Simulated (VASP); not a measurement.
Sn, 2 atoms in the cell. Symmetry: Fd-3m, No. 227, cubic system. The conventional cell has a = 6.814 Å, b = 6.814 Å, c = 6.814 Å, α = 90.00°, β = 90.00°, γ = 90.00°. Within 3.9 Å of Sn (site symmetry -43m) lie 4 Sn at 2.95 Å. This isn't the form of Sn at room conditions, which is tetragonal (white tin).

```yaml
Program: VASP 6.6.1
Task: single point
Functional: BLYP
Potentials_or_basis: VASP PAW PBE potentials, release 64 (Sn_d)
Cutoff: 520 eV
k_mesh: 13 × 13 × 13
Occupations: fermi-dirac, width 0.1 eV
Spin: no spin polarisation
Dipole_correction: no
Further_INCAR_settings: ALGO = Normal; EDIFF = 1e-07; NBANDS = 21
```

Potentials or basis: VASP PAW PBE potentials, release 64 (Sn_d).

The run is started by

```console
$ cat potpaw_PBE.64/Sn_d/POTCAR > POTCAR
$ mpirun -np 1 vasp_std > vasp.out
```

Hardware: 1 thread of AMD EPYC 9R45 96-Core Processor (Zen 5) (shared host).

**Question.** Estimate the wall time of this run.

**Answer.** It took 65 s on 1 thread of AMD EPYC 9R45 96-Core Processor (Zen 5), with other jobs on the host, peak memory 0.23 GiB. Counts: scf iterations 12, k points 84.
